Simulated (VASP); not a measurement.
Set up this calculation in VASP 6.6.1, as the native input.

| Item | Value |
| --- | --- |
| Task | relaxation of cell and atoms |
| Functional | r2SCAN |
| Potentials or basis | VASP PAW PBE potentials, release 64 (Sn_d, O) |
| Cutoff | 600 eV |
| k mesh | 10 × 10 × 8 |
| Occupations | gaussian, width 0.01 eV |
| Spin | no spin polarisation |
| Dipole correction | no |
| Further INCAR settings | ALGO = Normal; EDIFF = 1e-07; IBRION = 2; EDIFFG = -0.005; NSW = 100; ISIF = 3 |

The system is SnO.

```xyz
4
Lattice="3.7986 0.0000 0.0000 0.0000 3.7986 0.0000 0.0000 0.0000 4.8408" Properties=species:S:1:pos:R:3 pbc="T T T"
Sn    1.8993    0.0000    1.1468
Sn    0.0000    1.8993    3.6940
O     0.0000    0.0000    0.0000
O     1.8993    1.8993    0.0000
```

The input as run:

POSCAR

```
SnO
1.0
    3.7986000000      0.0000000000      0.0000000000
    0.0000000000      3.7986000000      0.0000000000
    0.0000000000      0.0000000000      4.8408000000
Sn O
2 2
Direct
    0.5000000000      0.0000000000      0.2369000000
    0.0000000000      0.5000000000      0.7631000000
    0.0000000000      0.0000000000      0.0000000000
    0.5000000000      0.5000000000      0.0000000000
```

INCAR.step1

```
ALGO = Normal ; EDIFF = 1E-4
ENCUT = 600 ; GGA = PE
ISMEAR = 0 ; KPAR = 4
LASPH = T ; LCHARG = F
LREAL = F ; LWAVE = T
NELM = 100 ; PREC = Accurate
SIGMA = 0.01
```

INCAR.step2

```
ALGO = Normal ; EDIFF = 1E-7
EDIFFG = -0.005 ; ENCUT = 600
IBRION = 2 ; ISIF = 3
ISMEAR = 0 ; ISTART = 1
KPAR = 4 ; LASPH = T
LCHARG = F ; LMIXTAU = T
LREAL = F ; LWAVE = F
METAGGA = R2SCAN ; NELM = 100
NSW = 100 ; PREC = Accurate
SIGMA = 0.01
```

KPOINTS

```
k-points
0
Gamma
  10 10 8
```

Potentials or basis: VASP PAW PBE potentials, release 64 (Sn_d, O).

Run with:

```console
$ cat potpaw_PBE.64/Sn_d/POTCAR potpaw_PBE.64/O/POTCAR > POTCAR
$ cp INCAR.step1 INCAR
$ mpirun -np 4 vasp_std > vasp.out
$ cp INCAR.step2 INCAR
$ mpirun -np 4 vasp_std > vasp.out
```

Results of the run:

The relaxed volume is 17.81 Å³/atom, the relaxed cell is a = 3.812 Å, b = 3.812 Å, c = 4.901 Å, α = 90.00°, β = 90.00°, γ = 90.00° and the space group after relaxing (to 0.1 Å) is P4/nmm (No. 129). The energy gained by relaxing is 0.9 meV/atom and the ionic steps are 13. The pressure after relaxing is 0.0 GPa, the largest force after relaxing is 0.005 eV/Å and the band gap on the k mesh is 0.29 eV (least direct gap 2.34 eV).

Caveat: semilocal functionals underestimate gaps, and a narrow one can read as zero; the PAW data sets were made with another functional, which shifts forces and pressure a little; spin-orbit coupling is left out, which moves the levels of the heavy elements.

It took 53 min on 4 MPI ranks on Oxide Virtual Turin-like Processor (shared host), peak memory 0.31 GiB a rank.
